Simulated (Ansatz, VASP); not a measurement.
## Se in VASP and in Ansatz

```
Se
1.0
     5.65532    3.26510    1.61317
    -5.65532    3.26510    1.61317
     0.00000   -6.53021    1.61317
Se
6
Direct
  0.84914 0.72592 0.09273
  0.72592 0.09273 0.84914
  0.09273 0.84914 0.72592
  0.15086 0.27408 0.90727
  0.27408 0.90727 0.15086
  0.90727 0.15086 0.27408
```

Alike in both runs: task single point; functional PBE; k mesh 6 × 6 × 6; occupations gaussian, width 0.1 eV; no spin polarisation.

```csv
,VASP,Ansatz
version,VASP 6.6.1,Ansatz 0.2.0
potentials or method,"VASP PAW PBE potentials, release 64 (Se), cutoff 520 eV","scalar-relativistic, plane waves, PAW"
valence electrons in the cell,36,96
```

```csv
,VASP,Ansatz,Ansatz less VASP
gap on the k mesh at the Fermi level (eV),1.48,1.49,+0.003
least direct gap on the mesh (eV),1.67,1.68,+0.001
pressure (GPa),1.6,1.5,-0.12
"traceless stress, the component that is largest in VASP (GPa)",-0.33,-0.28,+0.043
rms of the force components (eV/Å),0.208,0.189,-0.0194
```

Atom by atom the forces differ by 0.020 eV/Å (rms over components). VASP's potentials hold 36 valence electrons a cell and Ansatz's 96, so a difference there can come from the potentials and not from the codes.
